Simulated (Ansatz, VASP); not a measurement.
# Li2Pd in VASP and in Ansatz

```
Li Pd
1.0
     4.25469    0.00000    0.00000
    -2.12735    3.68467    0.00000
     0.00000    0.00000    2.74999
Li Pd
2 1
Direct
  0.33333 0.66667 0.50000
  0.66667 0.33333 0.50000
  0.00000 0.00000 0.00000
```

Change from the starting cell: volume scaled by 1.02, crystal datasets.

Alike in both runs: task electric field gradients; functional LDA; k mesh 11 × 11 × 15; occupations fermi-dirac, width 0.08 eV; no spin polarisation.

```csv
,VASP,Ansatz
version,VASP 6.6.1,Ansatz 0.2.0
potentials or method,"VASP PAW LDA potentials, release 64 (Li_sv, Pd), cutoff 520 eV","all-electron PAW with datasets made for the crystal, scalar-relativistic"
```

Ansatz gave:

```
size of Vzz on the site where it differs most (V/Å²) : 71.4
```

What did VASP give for the same quantities?

Size of Vzz on the site where it differs most (V/Å²): 76.3.

LDA's correlation is that of Perdew and Zunger in VASP and of Perdew and Wang (1992) in Ansatz. Ansatz ran all-electron here, and VASP with PAW potentials.

Noted on VASP's run: the cutoff is short for stress, so the pressure is rough.
